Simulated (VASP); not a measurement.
Pt: single point with PBEsol

Pt:

```xyz
1
Lattice="0.0000 1.8983 1.8983 1.8983 0.0000 1.8983 1.8983 1.8983 0.0000" Properties=species:S:1:pos:R:3 pbc="T T T"
Pt    0.0000    0.0000    0.0000
```

- Program: VASP 6.6.1
- Task: single point
- Functional: PBEsol
- Potentials or basis: VASP PAW PBE potentials, release 64 (Pt)
- Cutoff: 520 eV
- k mesh: 22 × 22 × 22
- Occupations: gaussian, width 0.15 eV
- Spin: collinear spin
- Starting moments: [0.4] μB
- Fixed moment: 0.4 μB

```yaml
Pressure: 35.7 GPa
Net_moment: 0.40 μB per cell
Site_moments: Pt +0.39 μB
Valence_electrons_inside_the_program's_atomic_spheres: Pt 9.58
```

It took 51 s on 1 thread of Intel(R) Xeon(R) 6975P-C (Granite Rapids) (shared host), peak memory 0.21 GiB.

Caveat: the cell stands under pressure; the PAW data sets were made with another functional, which shifts forces and pressure a little; the total moment is fixed, so each spin has its own Fermi level and the state may be an excited one.
